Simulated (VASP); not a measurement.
A run of VASP 6.6.1:

The input INCAR:

```
SYSTEM = AlGa3P4
PREC     = Accurate       ! precision mode
ENCUT    = 600            ! plane-wave cutoff, eV
EDIFF    = 1E-6           ! SCF threshold, eV
ISMEAR   = -1             ! smearing method
SIGMA    = 0.02           ! smearing width, eV
LREAL    = .False.        ! projectors in reciprocal space
LASPH    = .True.         ! aspherical terms in the spheres
NELM     = 60             ! most SCF steps
ALGO     = Normal         ! electronic algorithm
ISIF     = 3              ! what is computed and relaxed
LWAVE    = .False.        ! write WAVECAR
LCHARG   = .False.        ! write CHGCAR
GGA      = PE             ! functional
IBRION   = 2              ! ionic algorithm
NSW      = 80             ! ionic steps
EDIFFG   = -0.005         ! ionic threshold
```

File KPOINTS:

```
regular mesh
0
Gamma
  6 6 6
  0 0 0
```

File POSCAR:

```
AlGa3P4
1.0
   -2.5966905707      2.5966905707      5.1933811414
    2.5966905707     -2.5966905707      5.1933811414
    2.5966905707      2.5966905707     -5.1933811414
Al P Ga
1 4 3
Direct
    0.0000000000      0.0000000000      0.0000000000
    0.3750000000      0.3750000000      0.5000000000
    0.1250000000      0.6250000000      0.0000000000
    0.8750000000      0.8750000000      0.5000000000
    0.6250000000      0.1250000000      0.0000000000
    0.7500000000      0.2500000000      0.5000000000
    0.5000000000      0.5000000000      0.0000000000
    0.2500000000      0.7500000000      0.5000000000
```

Potentials or basis: VASP PAW PBE potentials, release 64 (Al, P, Ga_d).

The run is started by

```bash
$ cat potpaw_PBE.64/Al/POTCAR potpaw_PBE.64/P/POTCAR potpaw_PBE.64/Ga_d/POTCAR > POTCAR
$ mpirun -np 1 vasp_std > vasp.out
```

Hardware: 1 thread of Intel(R) Xeon(R) 6975P-C (Granite Rapids) (shared host).

Question: Estimate the wall time of this run.

Answer: Wall time 13 min on 1 thread of Intel(R) Xeon(R) 6975P-C (Granite Rapids), with other jobs on the host, peak memory 0.53 GiB. Counts: scf iterations 63, k points 30, ion steps 8.
